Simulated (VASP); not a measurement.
Runs of VASP 6.6.1 on Pt3PbC. The structure is that of space group Pm-3m (No. 221), or close to it. The cells are those of the table. 

```csv
cell,gap on the mesh (eV),pressure (GPa)
"a = 4.461 Å, 5 atoms",none,-13.6
"a = 4.309 Å, 5 atoms",none,(b)
"a = 4.424 Å, 5 atoms",none,(a)
"a = 4.269 Å, 5 atoms",none,6.8
"a = 4.229 Å, 5 atoms",none,13.3
```

Alike in all rows: task single point; level r2SCAN; potentials or basis VASP PAW PBE potentials, release 64 (Pt, Pb_d, C); no spin polarisation; k mesh 5 × 5 × 5; cutoff (eV) 520; smearing gaussian 0.15 eV.

Question: Fill in the values left out.

Answer: (a) -10.7; (b) 1.3.

Caveats: the PAW data sets were made with another functional, which shifts forces and pressure a little; spin-orbit coupling is left out, which moves the levels of the heavy elements.

A k mesh can miss the band edges, and the runs leave out spin-orbit coupling on Pb, Pt.

A gap of «none» marks levels without a gap at the run's occupations.
